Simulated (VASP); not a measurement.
# Pb (P6_3/mmc) in VASP: further runs, part 2 of 2

VASP 6.6.1. The steps go on from the part before.

## Step 5: Relaxation of shape and atoms at fixed volume, PBE+D3(BJ) (26.69 Å³/atom)

This run uses another cell than the first one, of 26.69 Å³/atom.

INCAR

```
PREC = Accurate ; ENCUT = 600
EDIFF = 1E-6 ; ISMEAR = 0
SIGMA = 0.1 ; LREAL = False
LASPH = True ; NELM = 100
ALGO = Fast ; ISIF = 4
LWAVE = False ; LCHARG = False
GGA = PE ; IVDW = 12
IBRION = 2 ; NSW = 50
EDIFFG = -0.01
```

KPOINTS

```
regular mesh
0
Gamma
  15 15 8
```

POSCAR

```
Pb
1.0
    3.3418347643      0.0000000000      0.0000000000
   -1.6709173822      2.8941138011      0.0000000000
    0.0000000000      0.0000000000      5.5195211836
Pb
2
Direct
    0.3333333333      0.6666666667      0.2500000000
    0.6666666667      0.3333333333      0.7500000000
```

Potentials or basis: VASP PAW PBE potentials, release 64 (Pb_d).

On the command line:

```bash
> cat potpaw_PBE.64/Pb_d/POTCAR > POTCAR
> mpirun -np 1 vasp_std > vasp.out
```

OUTCAR:

```text
PREC = Accurate
   ENCUT = 600
   EDIFF = 1E-6
   ISMEAR = 0
   LREAL = False
   LASPH = True
   NELM = 100
   ISIF = 4
   GGA = PE
   IVDW = 12
   IBRION = 2
   NSW = 50
   EDIFFG = -0.01
 IVDW          = 12

 ion  position               nearest neighbor table
   1  0.333  0.667  0.250-   2 3.37   2 3.37   2 3.37   2 3.37   2 3.37   2 3.37
   2  0.667  0.333  0.750-   1 3.37   1 3.37   1 3.37   1 3.37   1 3.37   1 3.37

  LATTYP: Found a hexagonal cell.
 ALAT       =     3.3418347643
 C/A-ratio  =     1.6516439540

  Lattice vectors:

 A1 = (   3.3418347643,   0.0000000000,   0.0000000000)
 A2 = (  -1.6709173822,   2.8941138011,   0.0000000000)
 A3 = (   0.0000000000,   0.0000000000,   5.5195211836)

Analysis of symmetry for initial positions (statically):
=====================================================================
 Subroutine PRICEL returns:
 Original cell was already a primitive cell.

 Routine SETGRP: Setting up the symmetry group for a
 hexagonal supercell.

 Subroutine GETGRP returns: Found 24 space group operations
 (whereof 12 operations were pure point group operations)
 out of a pool of 24 trial point group operations.

The static configuration has the point symmetry D_3d.
 The point group associated with its full space group is D_6h.

Analysis of symmetry for dynamics (positions and initial velocities):
=====================================================================
 Subroutine PRICEL returns:
 Original cell was already a primitive cell.

 Routine SETGRP: Setting up the symmetry group for a
 hexagonal supercell.

 Subroutine GETGRP returns: Found 24 space group operations
 (whereof 12 operations were pure point group operations)
 out of a pool of 24 trial point group operations.

[... 117 lines left out ...]
   EFERMI_NEDOS =   21; number of points for ismear=-14 and -15
   IALGO  =     68    algorithm
   IMIX   =      4    mixing-type and parameters
     AMIX     =   0.40;   BMIX     =  1.00
     AMIX_MAG =   1.60;   BMIX_MAG =  1.00
  volume/ion in A,a.u.               =      26.69       180.12
  Fermi-wavevector in a.u.,A,eV,Ry     =   1.320262  2.494934 23.716209  1.743092
  Thomas-Fermi vector in A             =   2.450101
   LORBIT       =      0    0 simple, 1 ext, 2 COOP (PROOUT), +10 PAW based schemes
   GGA     = PE    functional components
   LHFCALC =     F    Hartree Fock is set to
   AEXX    =    0.0000 exact exchange contribution
   IVDW    =    12    specifies the selected vdW correction
   LEPSILON=     F    determine dielectric tensor
   LRPA    =     F    only Hartree local field effects (RPA)
 conjugate gradient relaxation of ions
 non-spin polarized calculation
 RMM-DIIS sequential band-by-band and
 Gauss-broadening in eV      SIGMA  =   0.10
  energy-cutoff  :      600.00
  volume of cell :       53.38
 maximum number of plane-waves:      1810
 NGX is ok and might be reduce to    28
   NGX = 13   NGY = 13   NGZ = 23

 number of electron      27.9999999 magnetization

 Free energy of the ion-electron system (eV)
  ---------------------------------------------------
  ext. energy  EPLUGINS =         0.00000000
  ---------------------------------------------------
  free energy    TOTEN  =        -6.81475866 eV

  energy without entropy =       -6.81016256  energy(sigma->0) =       -6.81246061

 E-fermi :   8.8143     XC(G=0): -10.8150

 val. band max:        8.8116628768   @ k =   0.2667   0.0000   0.5000
 cond. band min:       8.8206093218   @ k =   0.4000   0.2000   0.0000
 fundamental gap:      0.0089464450
 Fermi energy:         8.8142515380

 k-point     1 :       0.0000    0.0000    0.0000
  band No.  band energies     occupation
      1      -8.4717      2.00000
      2      -8.4078      2.00000
      3      -8.3744      2.00000
      4      -8.3744      2.00000
      5      -8.3434      2.00000
      6      -8.3434      2.00000
[... 481 lines left out ...]
      5      -8.2520      2.00000
      6      -8.2072      2.00000
[... 10 lines left out ...]
     17      10.6739      0.00000
     18      11.5599      0.00000

 [... further k-points ...]

------------------------ aborting loop because EDIFF is reached ----------------------------------------

 Edisp (eV)   -0.93378

 E8    (eV) :    -0.4734

  FORCE on cell =-STRESS in cart. coord.  units (eV):
  Direction    XX          YY          ZZ          XY          YZ          ZX
  --------------------------------------------------------------------------------------
  -------------------------------------------------------------------------------------
  Total       2.62879     2.62879     2.65824    -0.00000     0.00000     0.00000
  in kB      78.89779    78.89779    79.78169    -0.00000     0.00000     0.00000
  external pressure =       79.19 kB  Pullay stress =        0.00 kB

 VOLUME and BASIS-vectors are now :
 -----------------------------------------------------------------------------
  energy-cutoff  :      600.00
  volume of cell :       53.38
      direct lattice vectors                 reciprocal lattice vectors
     3.341834764  0.000000000  0.000000000     0.299236818  0.172764457  0.000000000
    -1.670917382  2.894113801  0.000000000     0.000000000  0.345528914  0.000000000
     0.000000000  0.000000000  5.519521184     0.000000000  0.000000000  0.181175136

 POSITION                                       TOTAL-FORCE (eV/Angst)
 -----------------------------------------------------------------------------------
     -0.00000      1.92941      1.37988         0.000000     -0.000000      0.000000
      1.67092      0.96470      4.13964        -0.000000      0.000000      0.000000
 -----------------------------------------------------------------------------------
    total drift:                                0.000000     -0.000000      0.000000

  FREE ENERGIE OF THE ION-ELECTRON SYSTEM (eV)
  ---------------------------------------------------
  free  energy   TOTEN  =        -7.7485423264 eV

  energy  without entropy=       -7.7439462291  energy(sigma->0) =       -7.74624428

 reached required accuracy - stopping structural energy minimisation
```

Wall time 3.8 min (1 thread of Intel Xeon 8259CL, shared host); peak memory 0.29 GiB.

What came out:

```
Free energy                : -7.7485 eV
Pressure after relaxing    : 7.9 GPa
Band gap on the k mesh     : zero (bands 14 and 15 overlap by 8.92 eV)
Dispersion energy per atom : -0.467 eV
```

Final structure:
```
Pb
1.0
     3.34183    0.00000    0.00000
    -1.67092    2.89411    0.00000
     0.00000    0.00000    5.51952
Pb
2
Cartesian
  0.0000 1.9294 1.3799
  1.6709 0.9647 4.1396
```

Levels at points of the mesh, in eV from the Fermi level:
| k point | band 12 | band 13 | band 14 | band 15 | band 16 | band 17 |
| --- | --- | --- | --- | --- | --- | --- |
| (0.00, 0.00, 0.00) | -8.38 | -4.91 | 6.45 | 6.45 | 8.33 | 8.49 |
| (0.00, 0.00, 0.50) | -11.34 | 0.81 | 0.81 | 7.41 | 7.41 | 7.41 |

Caveat: spin-orbit coupling is left out, which moves the levels of the heavy elements.

## Step 6: Relaxation of shape and atoms at fixed volume, PBE+D3(BJ) (27.60 Å³/atom)

This run uses another cell than the first one, of 27.60 Å³/atom.

INCAR

```
SYSTEM = Pb
ALGO = Fast ; EDIFF = 1E-6
EDIFFG = -0.01 ; ENCUT = 600
GGA = PE ; IBRION = 2
ISIF = 4 ; ISMEAR = 0
IVDW = 12 ; LASPH = .True.
LCHARG = .False. ; LREAL = .False.
LWAVE = .False. ; NELM = 80
NSW = 50 ; PREC = Accurate
SIGMA = 0.1
```

KPOINTS

```
k-points
0
Gamma
  15 15 8
  0 0 0
```

POSCAR

```
Pb
1.0
    3.3814691030      0.0000000000      0.0000000000
   -1.6907345515      2.9284381453      0.0000000000
    0.0000000000      0.0000000000      5.5746707551
Pb
2
Direct
    0.3333333333      0.6666666667      0.2500000000
    0.6666666667      0.3333333333      0.7500000000
```

Potentials or basis: VASP PAW PBE potentials, release 64 (Pb_d).

On the command line:

```bash
> cat potpaw_PBE.64/Pb_d/POTCAR > POTCAR
> mpirun -np 1 vasp_std > vasp.out
```

It took 2.7 min on 1 thread of Intel Xeon Platinum 8259CL at 2.50GHz (Skylake/Cascade Lake), shared host; peak memory 0.3 GiB.

Results (log left out):

```
Free energy                : -7.8241 eV
Energy gained by relaxing  : 0.0 meV/atom
Ionic steps                : 2
Pressure after relaxing    : 5.4 GPa
Band gap on the k mesh     : zero (bands 14 and 15 overlap by 8.60 eV)
Dispersion energy per atom : -0.451 eV
```

Final structure:
```yaml
crystal:
  lattice:
    - [3.37998, 0.00000, 0.00000]
    - [-1.68999, 2.92715, 0.00000]
    - [0.00000, 0.00000, 5.57959]
  atoms:
    - { symbol: Pb, position: [0.33333, 0.66667, 0.25000] }
    - { symbol: Pb, position: [0.66667, 0.33333, 0.75000] }
```

Levels at points of the mesh, in eV from the Fermi level:
```tsv
k point	band 12	band 13	band 14	band 15	band 16	band 17
(0.00, 0.00, 0.00)	-8.31	-4.70	6.26	6.26	8.10	8.22
(0.00, 0.00, 0.50)	-11.11	0.78	0.78	7.18	7.18	7.18
```

Caveat: spin-orbit coupling is left out, which moves the levels of the heavy elements.

## Step 7: Summary

```csv
task,cell,cutoff (eV),gap on the mesh (eV),pressure (GPa)
single point,"a = 3.454, b = 3.454, c = 5.695 Å, angles 90.0, 90.0, 120.0°, 2 atoms",520,none,1.5
single point,"a = 3.524, b = 3.524, c = 5.810 Å, angles 90.0, 90.0, 120.0°, 2 atoms",520,none,-1.3
single point,"a = 3.558, b = 3.558, c = 5.866 Å, angles 90.0, 90.0, 120.0°, 2 atoms",520,none,-2.4
relaxation of shape and atoms at fixed volume,"relaxed from a = 3.342, b = 3.342, c = 5.520 Å, angles 90.0, 90.0, 120.0°, 2 atoms",600,none,7.9
relaxation of shape and atoms at fixed volume,"relaxed from a = 3.381, b = 3.381, c = 5.575 Å, angles 90.0, 90.0, 120.0°, 2 atoms",600,none,5.4
```

Alike in all rows: level PBE+D3(BJ); potentials or basis VASP PAW PBE potentials, release 64 (Pb_d); no spin polarisation; k mesh 15 × 15 × 8; smearing gaussian 0.1 eV.

Caveats: spin-orbit coupling is left out, which moves the levels of the heavy elements.

Absolute energies hang on the potentials; compare differences alone.

The gap in the log of VASP goes by the Fermi energy; the results here count the filled bands.